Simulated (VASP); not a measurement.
# HfC in VASP: a series of runs

The runs below take HfC through single point, with PBE, r2SCAN, PBE+U.

All numbers are computed with VASP 6.6.1; they aren't measurements. Logs are shortened: lines on timing, memory, paths and dates and some standing lists are left out, and cuts for length are marked.

## 1. The cell of the first run

Symmetry: Pm-3m, No. 221, cubic system. Conventional cell: a = 2.967 Å, b = 2.967 Å, c = 2.967 Å, α = 90.00°, β = 90.00°, γ = 90.00°. Within 3.4 Å of Hf (site symmetry m-3m) lie 8 C at 2.57 Å and 6 Hf at 2.97 Å. C (site symmetry m-3m) has 8 Hf at 2.57 Å and 6 C at 2.97 Å within 3.4 Å.

## 2. Single point, PBE (volume scaled by 1.070)

INCAR reads:

```
SYSTEM = HfC
PREC = Accurate
ENCUT = 520
EDIFF = 1E-6
ISMEAR = 0
SIGMA = 0.05
LREAL = .FALSE.
LASPH = .TRUE.
NELM = 80
ALGO = Normal
ISIF = 2
LWAVE = .FALSE.
LCHARG = .FALSE.
GGA = PE
NBANDS = 14
```

KPOINTS reads:

```
Automatic mesh
0
G
  12 12 12
  0 0 0
```

POSCAR reads:

```
HfC
1.0
    2.9670556588      0.0000000000      0.0000000000
    0.0000000000      2.9670556588      0.0000000000
    0.0000000000      0.0000000000      2.9670556588
Hf C
1 1
Direct
    0.0000000000      0.0000000000      0.0000000000
    0.5000000000      0.5000000000      0.5000000000
```

Potentials or basis: VASP PAW PBE potentials, release 64 (Hf_pv, C).

Launch:

```bash
> cat potpaw_PBE.64/Hf_pv/POTCAR potpaw_PBE.64/C/POTCAR > POTCAR
> mpirun -np 1 vasp_std > vasp.out
```

OUTCAR:

```text
SYSTEM = HfC
   PREC = Accurate
   ENCUT = 520
   EDIFF = 1E-6
   ISMEAR = 0
   LREAL = .FALSE.
   LASPH = .TRUE.
   NELM = 80
   ISIF = 2
   GGA = PE

 ion  position               nearest neighbor table
   1  0.000  0.000  0.000-   2 2.57   2 2.57   2 2.57   2 2.57   2 2.57   2 2.57   2 2.57   2 2.57

   2  0.500  0.500  0.500-   1 2.57   1 2.57   1 2.57   1 2.57   1 2.57   1 2.57   1 2.57   1 2.57

  LATTYP: Found a simple cubic cell.
 ALAT       =     2.9670556588

  Lattice vectors:

 A1 = (   2.9670556588,   0.0000000000,   0.0000000000)
 A2 = (   0.0000000000,   2.9670556588,   0.0000000000)
 A3 = (   0.0000000000,   0.0000000000,   2.9670556588)

Analysis of symmetry for initial positions (statically):
=====================================================================
 Subroutine PRICEL returns:
 Original cell was already a primitive cell.

 Routine SETGRP: Setting up the symmetry group for a
 simple cubic supercell.

 Subroutine GETGRP returns: Found 48 space group operations
 (whereof 48 operations were pure point group operations)
 out of a pool of 48 trial point group operations.

The static configuration has the point symmetry O_h .

Analysis of symmetry for dynamics (positions and initial velocities):
=====================================================================
 Subroutine PRICEL returns:
 Original cell was already a primitive cell.

 Routine SETGRP: Setting up the symmetry group for a
 simple cubic supercell.

 Subroutine GETGRP returns: Found 48 space group operations
 (whereof 48 operations were pure point group operations)
 out of a pool of 48 trial point group operations.

The dynamic configuration has the point symmetry O_h .

 Subroutine INISYM returns: Found 48 space group operations
 (whereof 48 operations are pure point group operations),
 and found     1 'primitive' translations

----------------------------------------------------------------------------------------

                                     Primitive cell

  volume of cell :      26.1202

  direct lattice vectors                    reciprocal lattice vectors
     2.967055659  0.000000000  0.000000000     0.337034459  0.000000000  0.000000000
     0.000000000  2.967055659  0.000000000     0.000000000  0.337034459  0.000000000
     0.000000000  0.000000000  2.967055659     0.000000000  0.000000000  0.337034459

  length of vectors
     2.967055659  2.967055659  2.967055659     0.337034459  0.337034459  0.337034459

  position of ions in fractional coordinates (direct lattice)
     0.000000000  0.000000000  0.000000000
     0.500000000  0.500000000  0.500000000

  ion indices of the primitive-cell ions
   primitive index   ion index
                 1           1
                 2           2

----------------------------------------------------------------------------------------

 KPOINTS: Automatic mesh

Automatic generation of k-mesh.
 Grid dimensions read from file:
 generate k-points for:   12   12   12

 Generating k-lattice:

  Cartesian coordinates                     Fractional coordinates (reciprocal lattice)
     0.028086205  0.000000000  0.000000000     0.083333333  0.000000000  0.000000000
     0.000000000  0.028086205  0.000000000     0.000000000  0.083333333  0.000000000
     0.000000000  0.000000000  0.028086205     0.000000000  0.000000000  0.083333333

  Length of vectors
     0.028086205  0.028086205  0.028086205

  Shift w.r.t. Gamma in fractional coordinates (k-lattice)
     0.000000000  0.000000000  0.000000000

 Subroutine IBZKPT returns following result:
 ===========================================

 Found     84 irreducible k-points:

 Following reciprocal coordinates:
            Coordinates               Weight
  0.000000  0.000000  0.000000      1.000000
  0.083333  0.000000  0.000000      6.000000
  0.166667  0.000000  0.000000      6.000000
  0.250000  0.000000  0.000000      6.000000
  0.333333  0.000000  0.000000      6.000000
  0.416667  0.000000  0.000000      6.000000
[... 16 lines left out ...]
  0.333333  0.333333  0.000000     12.000000
  0.416667  0.333333  0.000000     24.000000
 [... further k-points ...]
   k-points           NKPTS =     84   k-points in BZ     NKDIM =     84   number of bands    NBANDS=     14
   number of dos      NEDOS =    301   number of ions     NIONS =      2
   total plane-waves  NPLWV =  13824
   dimension x,y,z NGX =    24 NGY =   24 NGZ =   24
   dimension x,y,z NGXF=    48 NGYF=   48 NGZF=   48
   ions per type =               1   1
   NGX,Y,Z   is equivalent  to a cutoff of  13.45, 13.45, 13.45 a.u.
   NGXF,Y,Z  is equivalent  to a cutoff of  26.89, 26.89, 26.89 a.u.
 SYSTEM =  HfC
   PREC   = accura    normal or accurate (medium, high low for compatibility)
   ISTART =      0    job   : 0-new  1-cont  2-samecut
   ICHARG =      2    charge: 1-file 2-atom 10-const
   ISPIN  =      1    spin polarized calculation?
   LNONCOLLINEAR =      F non collinear calculations
   LSORBIT =      F    spin-orbit coupling
   LASPH  =      T    aspherical Exc in radial PAW
   ENCUT  =  520.0 eV  38.22 Ry    6.18 a.u.   5.52  5.52  5.52*2*pi/ulx,y,z
   NELM   =     80;   NELMIN=  2; NELMDL= -5     # of ELM steps
   EDIFF  = 0.1E-05   stopping-criterion for ELM
   LREAL  =      F    real-space projection
   EDIFFG = 0.1E-04   stopping-criterion for IOM
   NSW    =      0    number of steps for IOM
   IBRION =     -1    ionic relax: 0-MD 1-quasi-New 2-CG
   NFREE  =      0    steps in history (QN), initial steepest desc. (CG)
   ISIF   =      2    stress and relaxation
   ISYM   =      2    0-nonsym 1-usesym 2-fastsym
   POTIM  = 0.5000    time-step for ionic-motion
   TEBEG  =    0.0;   TEEND  =   0.0 temperature during run
   PSTRESS=    0.0 pullay stress
   NELECT =      14.0000    total number of electrons
   NUPDOWN=      -1.0000    fix difference up-down
   EMIN   =  10.00;   EMAX   =-10.00  energy-range for DOS
   EFERMI =   0.00;   METHOD = LEGACY
   ISMEAR =     0;   SIGMA  =   0.05  broadening in eV -4-tet -1-fermi 0-gaus
   EFERMI_NEDOS =   21; number of points for ismear=-14 and -15
   IALGO  =     38    algorithm
   IMIX   =      4    mixing-type and parameters
     AMIX     =   0.40;   BMIX     =  1.00
     AMIX_MAG =   1.60;   BMIX_MAG =  1.00
  volume/ion in A,a.u.               =      13.06        88.13
  Fermi-wavevector in a.u.,A,eV,Ry     =   1.329817  2.512989 24.060716  1.768413
  Thomas-Fermi vector in A             =   2.458951
   LORBIT       =      0    0 simple, 1 ext, 2 COOP (PROOUT), +10 PAW based schemes
   GGA     = PE    functional components
   LHFCALC =     F    Hartree Fock is set to
   AEXX    =    0.0000 exact exchange contribution
   IVDW    =     0    specifies the selected vdW correction
   LEPSILON=     F    determine dielectric tensor
   LRPA    =     F    only Hartree local field effects (RPA)
 non-spin polarized calculation
 Gauss-broadening in eV      SIGMA  =   0.05
  energy-cutoff  :      520.00
  volume of cell :       26.12
 maximum number of plane-waves:       739
 NGX is ok and might be reduce to    24
   NGX = 11   NGY = 11   NGZ = 11

 number of electron      13.9999999 magnetization

 Free energy of the ion-electron system (eV)
  ---------------------------------------------------
  ext. energy  EPLUGINS =         0.00000000
  ---------------------------------------------------
  free energy    TOTEN  =       -18.25874294 eV

  energy without entropy =      -18.25458684  energy(sigma->0) =      -18.25666489

 E-fermi :   6.0343     XC(G=0): -12.2024

 val. band max:        6.0321386688   @ k =   0.3333   0.1667   0.0000
 cond. band min:       6.0442174486   @ k =   0.1667   0.0833   0.0000
 fundamental gap:      0.0120787798
 Fermi energy:         6.0342713911

 k-point     1 :       0.0000    0.0000    0.0000
  band No.  band energies     occupation
      1     -24.2361      2.00000
      2     -24.2361      2.00000
      3     -24.2361      2.00000
      4      -6.3246      2.00000
      5       4.3167      2.00000
      6       4.3167      2.00000
      7       7.0448      0.00000
      8       7.0448      0.00000
      9       7.0448      0.00000
     10      11.5367      0.00000
     11      11.6961      0.00000
     12      11.6961      0.00000
     13      11.6961      0.00000
     14      18.9665      0.00000

 k-point     2 :       0.0833    0.0000    0.0000
  band No.  band energies     occupation
      1     -24.2952      2.00000
      2     -24.2308      2.00000
      3     -24.2308      2.00000
      4      -6.1898      2.00000
      5       4.1886      2.00000
      6       4.3770      2.00000
      7       6.8786      0.00000
      8       6.8786      0.00000
      9       6.9563      0.00000
     10      11.7273      0.00000
     11      11.8370      0.00000
     12      11.8370      0.00000
     13      11.9392      0.00000
     14      18.9664      0.00000

 k-point     3 :       0.1667    0.0000    0.0000
  band No.  band energies     occupation
      1     -24.4539      2.00000
      2     -24.2165      2.00000
      3     -24.2165      2.00000
      4      -5.8023      2.00000
      5       3.5432      2.00000
      6       4.5484      2.00000
      7       6.4635      0.00000
      8       6.4635      0.00000
      9       7.2806      0.00000
     10      11.8141      0.00000
     11      12.2038      0.00000
     12      12.2038      0.00000
     13      12.7992      0.00000
     14      18.9662      0.00000
[... 324 lines left out ...]
 k-point    23 :       0.3333    0.3333    0.0000
  band No.  band energies     occupation
      1     -24.7889      2.00000
      2     -24.7631      2.00000
      3     -24.1225      2.00000
      4      -3.8006      2.00000
      5       1.9283      2.00000
      6       3.6456      2.00000
      7       6.3508      0.00000
      8       6.4069      0.00000
      9       9.5436      0.00000
     10      10.9189      0.00000
     11      11.3873      0.00000
     12      11.9028      0.00000
     13      14.9941      0.00000
     14      18.9675      0.00000

 k-point    24 :       0.4167    0.3333    0.0000
  band No.  band energies     occupation
      1     -24.9143      2.00000
      2     -24.7532      2.00000
      3     -24.1091      2.00000
      4      -3.6569      2.00000
      5       1.9510      2.00000
      6       3.6775      2.00000
      7       6.1524      0.00084
      8       6.5404      0.00000
      9       9.4734      0.00000
     10      10.8923      0.00000
     11      11.1363      0.00000
     12      12.2112      0.00000
     13      15.3722      0.00000
     14      18.9669      0.00000

 [... further k-points ...]
[... 5 lines left out ...]
  --------------------------------------------------------------------------------------
  -------------------------------------------------------------------------------------
  Total       -2.1483459     -2.1483459     -2.1483459      0.0000000      0.0000000      0.0000000
  in kB     -131.7764241   -131.7764241   -131.7764241      0.0000000      0.0000000      0.0000000
  external PRESSURE =    -131.7764241 kB  Pullay stress =       0.0000000 kB

 VOLUME and BASIS-vectors are now :
 -----------------------------------------------------------------------------
  energy-cutoff  :      520.00
  volume of cell :       26.12
      direct lattice vectors                 reciprocal lattice vectors
     2.967055659  0.000000000  0.000000000     0.337034459  0.000000000  0.000000000
     0.000000000  2.967055659  0.000000000     0.000000000  0.337034459  0.000000000
     0.000000000  0.000000000  2.967055659     0.000000000  0.000000000  0.337034459

 POSITION                                       TOTAL-FORCE (eV/Angst)
 -----------------------------------------------------------------------------------
      0.00000      0.00000      0.00000         0.000000      0.000000      0.000000
      1.48353      1.48353      1.48353         0.000000      0.000000      0.000000
 -----------------------------------------------------------------------------------
    total drift:                                0.000000      0.000000     -0.000000

  FREE ENERGIE OF THE ION-ELECTRON SYSTEM (eV)
  ---------------------------------------------------
  free  energy   TOTEN  =       -18.2587429351 eV

  energy  without entropy=      -18.2545868386  energy(sigma->0) =      -18.25666489
```

Wall time 10 s (1 thread of Intel Xeon 6975P-C (Granite Rapids), shared host); peak memory 0.15 GiB.

What came out:

```
Free energy            : -18.2587 eV
Pressure               : -13.2 GPa
Band gap on the k mesh : zero (band 7 reaches 7.04 eV, above the bottom of band 8 at 5.30 eV)
```

Levels at points of the mesh, in eV from the Fermi level:
```
           k point  band 3  band 4  band 5  band 6  band 7  band 8  band 9  band 10  band 11  band 12
(0.00, 0.00, 0.00)  -30.27  -12.36   -1.72   -1.72    1.01    1.01    1.01     5.50     5.66     5.66
(0.50, 0.00, 0.00)  -30.19   -9.39   -6.43   -0.92   -0.92   -0.65    6.16     6.31     7.74     7.74
(0.50, 0.50, 0.00)  -30.12   -9.75   -2.56   -2.56   -1.16    1.89    2.95     2.95     4.24     8.03
(0.50, 0.50, 0.50)  -30.85   -7.29   -5.07   -5.07   -5.07    8.03    8.03     8.03     8.27     8.27
```

Caveat: spin-orbit coupling is left out, which moves the levels of the heavy elements.

## 3. Single point, PBE (volume scaled by 1.100)

INCAR reads:

```
SYSTEM = HfC
PREC = Accurate
ENCUT = 520
EDIFF = 1E-6
ISMEAR = 0
SIGMA = 0.05
LREAL = .False.
LASPH = .True.
NELM = 100
ALGO = Normal
ISIF = 2
LWAVE = .False.
LCHARG = .False.
GGA = PE
NBANDS = 14
```

KPOINTS reads:

```
Automatic mesh
0
Gamma
  12 12 12
  0 0 0
```

POSCAR reads:

```
HfC
1.0
    2.9945299596      0.0000000000      0.0000000000
    0.0000000000      2.9945299596      0.0000000000
    0.0000000000      0.0000000000      2.9945299596
Hf C
1 1
Direct
    0.0000000000      0.0000000000      0.0000000000
    0.5000000000      0.5000000000      0.5000000000
```

Potentials or basis: VASP PAW PBE potentials, release 64 (Hf_pv, C).

Launch:

```bash
> cat potpaw_PBE.64/Hf_pv/POTCAR potpaw_PBE.64/C/POTCAR > POTCAR
> mpirun -np 1 vasp_std > vasp.out
```

OUTCAR:

```text
SYSTEM = HfC
   PREC = Accurate
   ENCUT = 520
   EDIFF = 1E-6
   ISMEAR = 0
   LREAL = .False.
   LASPH = .True.
   NELM = 100
   ISIF = 2
   GGA = PE

 ion  position               nearest neighbor table
   1  0.000  0.000  0.000-   2 2.59   2 2.59   2 2.59   2 2.59   2 2.59   2 2.59   2 2.59   2 2.59

   2  0.500  0.500  0.500-   1 2.59   1 2.59   1 2.59   1 2.59   1 2.59   1 2.59   1 2.59   1 2.59

  LATTYP: Found a simple cubic cell.
 ALAT       =     2.9945299596

  Lattice vectors:

 A1 = (   2.9945299596,   0.0000000000,   0.0000000000)
 A2 = (   0.0000000000,   2.9945299596,   0.0000000000)
 A3 = (   0.0000000000,   0.0000000000,   2.9945299596)

Analysis of symmetry for initial positions (statically):
=====================================================================
 Subroutine PRICEL returns:
 Original cell was already a primitive cell.

 Routine SETGRP: Setting up the symmetry group for a
 simple cubic supercell.

 Subroutine GETGRP returns: Found 48 space group operations
 (whereof 48 operations were pure point group operations)
 out of a pool of 48 trial point group operations.

The static configuration has the point symmetry O_h .

Analysis of symmetry for dynamics (positions and initial velocities):
[... 170 lines left out ...]
      2     -24.5608      2.00000
      3     -24.5608      2.00000
      4      -6.3883      2.00000
      5       4.1695      2.00000
      6       4.1695      2.00000
      7       6.7932      0.00000
      8       6.7932      0.00000
      9       6.7932      0.00000
     10      10.9389      0.00000
     11      11.3014      0.00000
     12      11.3014      0.00000
     13      11.3014      0.00000
     14      18.6332      0.00000
[... 377 lines left out ...]
      1     -25.1804      2.00000
      2     -25.0334      2.00000
      3     -24.4458      2.00000
      4      -3.7847      2.00000
      5       1.7944      2.00000
      6       3.4874      2.00000
      7       5.9170      0.00455
      8       6.3232      0.00000
      9       9.1694      0.00000
     10      10.4625      0.00000
     11      10.7813      0.00000
     12      11.8016      0.00000
     13      14.8471      0.00000
     14      18.6321      0.00000

 [... further k-points ...]
[... 5 lines left out ...]
  --------------------------------------------------------------------------------------
  -------------------------------------------------------------------------------------
  Total       -2.8621739     -2.8621739     -2.8621739      0.0000000     -0.0000000     -0.0000000
  in kB     -170.7735531   -170.7735531   -170.7735531      0.0000000     -0.0000000     -0.0000000
  external PRESSURE =    -170.7735531 kB  Pullay stress =       0.0000000 kB

 VOLUME and BASIS-vectors are now :
 -----------------------------------------------------------------------------
  energy-cutoff  :      520.00
  volume of cell :       26.85
      direct lattice vectors                 reciprocal lattice vectors
     2.994529960  0.000000000  0.000000000     0.333942226  0.000000000  0.000000000
     0.000000000  2.994529960  0.000000000     0.000000000  0.333942226  0.000000000
     0.000000000  0.000000000  2.994529960     0.000000000  0.000000000  0.333942226

 POSITION                                       TOTAL-FORCE (eV/Angst)
 -----------------------------------------------------------------------------------
      0.00000      0.00000      0.00000         0.000000      0.000000      0.000000
      1.49726      1.49726      1.49726         0.000000      0.000000      0.000000
 -----------------------------------------------------------------------------------
    total drift:                                0.000000      0.000000     -0.000000

  FREE ENERGIE OF THE ION-ELECTRON SYSTEM (eV)
  ---------------------------------------------------
  free  energy   TOTEN  =       -18.1895630819 eV

  energy  without entropy=      -18.1852484565  energy(sigma->0) =      -18.18740577
```

OSZICAR:

```text
N       E                     dE             d eps       ncg     rms          rms(c)
DAV:   1     0.271618198566E+02    0.27162E+02   -0.73253E+03  2352   0.946E+02
DAV:   2    -0.198341710907E+02   -0.46996E+02   -0.44087E+02  3140   0.200E+02
DAV:   3    -0.215023777780E+02   -0.16682E+01   -0.16600E+01  2796   0.274E+01
DAV:   4    -0.215104213790E+02   -0.80436E-02   -0.80425E-02  2892   0.237E+00
DAV:   5    -0.215104778044E+02   -0.56425E-04   -0.56425E-04  2800   0.168E-01    0.375E+01
DAV:   6    -0.187945776480E+02    0.27159E+01   -0.20360E+01  2584   0.188E+01    0.337E+01
DAV:   7    -0.182523573133E+02    0.54222E+00   -0.21080E+00  2594   0.679E+00    0.240E+01
DAV:   8    -0.182496625186E+02    0.26948E-02   -0.43425E-01  2632   0.449E+00    0.984E+00
DAV:   9    -0.181904485836E+02    0.59214E-01   -0.10947E-01  2564   0.200E+00    0.458E-01
DAV:  10    -0.181908983229E+02   -0.44974E-03   -0.11436E-02  2916   0.642E-01    0.292E-01
DAV:  11    -0.181895551915E+02    0.13431E-02   -0.23349E-03  2772   0.241E-01    0.192E-01
DAV:  12    -0.181895803778E+02   -0.25186E-04   -0.96699E-05  2762   0.672E-02    0.117E-01
DAV:  13    -0.181895630709E+02    0.17307E-04   -0.25756E-05  2926   0.292E-02    0.451E-02
DAV:  14    -0.181895630819E+02   -0.10991E-07   -0.35733E-06  2656   0.143E-02
   1 F= -.18189563E+02 E0= -.18187406E+02  d E =-.431463E-02
```

stdout:

```text
POSCAR found type information on POSCAR HfC
 POSCAR found :  2 types and       2 ions
 scaLAPACK will be used
 LDA part: xc-table for (Slater+PW92), standard interpolation
 POSCAR, INCAR and KPOINTS ok, starting setup
 FFT: planning ... GRIDC
 FFT: planning ... GRID_SOFT
 FFT: planning ... GRID
 WAVECAR not read
 entering main loop
```

Run time: 10 s. Hardware: 1 thread of Intel Xeon 6975P-C (Granite Rapids), shared host; peak memory 0.16 GiB.

Results:

| Quantity | Value |
| --- | --- |
| Free energy | -18.1896 eV |
| Pressure | -17.1 GPa |
| Band gap on the k mesh | zero (band 7 reaches 6.79 eV, above the bottom of band 8 at 5.12 eV) |

Levels at points of the mesh, in eV from the Fermi level:
| k point | band 5 | band 6 | band 7 | band 8 | band 9 | band 10 |
| --- | --- | --- | --- | --- | --- | --- |
| (0.00, 0.00, 0.00) | -1.65 | -1.65 | 0.98 | 0.98 | 0.98 | 5.12 |
| (0.50, 0.00, 0.00) | -6.32 | -0.89 | -0.89 | -0.62 | 5.96 | 6.11 |
| (0.50, 0.50, 0.00) | -2.54 | -2.54 | -1.16 | 1.86 | 2.88 | 2.88 |
| (0.50, 0.50, 0.50) | -4.91 | -4.91 | -4.91 | 7.75 | 7.75 | 7.75 |

Caveat: spin-orbit coupling is left out, which moves the levels of the heavy elements.

(Part 1 of 2 ends here.)
